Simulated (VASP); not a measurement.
A run of VASP 6.6.1 is set up as follows.

The input INCAR:

```
ALGO = Fast
EDIFF = 1E-6
ENCUT = 520
GGA = PS
ISIF = 2
ISMEAR = 0
LASPH = True
LCHARG = True
LELF = True
LREAL = False
LVHAR = True
LWAVE = False
NBANDS = 16
NELM = 60
PREC = Accurate
SIGMA = 0.15
```

Contents of KPOINTS:

```
k-points
0
Gamma
  16 16 16
```

POSCAR

```
Al2Cu
1.0
   -2.0246315468      2.0246315468      2.8630136658
    2.0246315468     -2.0246315468      2.8630136658
    2.0246315468      2.0246315468     -2.8630136658
Al Cu
2 1
Direct
    0.7500000000      0.3055656659      0.5555656659
    0.2500000000      0.8055656659      0.5555656659
    0.5000000000      0.4528137995     -0.0471862005
```

Potentials or basis: VASP PAW PBE potentials, release 64 (Al, Cu).

Launch:

```bash
$ cat potpaw_PBE.64/Al/POTCAR potpaw_PBE.64/Cu/POTCAR > POTCAR
$ mpirun -np 1 vasp_std > vasp.out
```

Question: What does it give for the pressure?

Answer: 6.8 GPa.

Question: What does it give for the band gap on the k mesh?

Answer: Zero (an odd number of electrons rules out a gap without spin polarisation).

Question: Predict the largest force.

Answer: 3.862 eV/Å.

Stress tensor (GPa, compression positive):
```
11.66  0.00  0.00
 0.00 -1.19  0.00
 0.00  0.00 10.04
```

Caveat: the cell differs from its parent crystal (atoms displaced along a vibrational mode); the stress differs along the axes, from -1 to 12 GPa; the PAW data sets were made with another functional, which shifts forces and pressure a little.
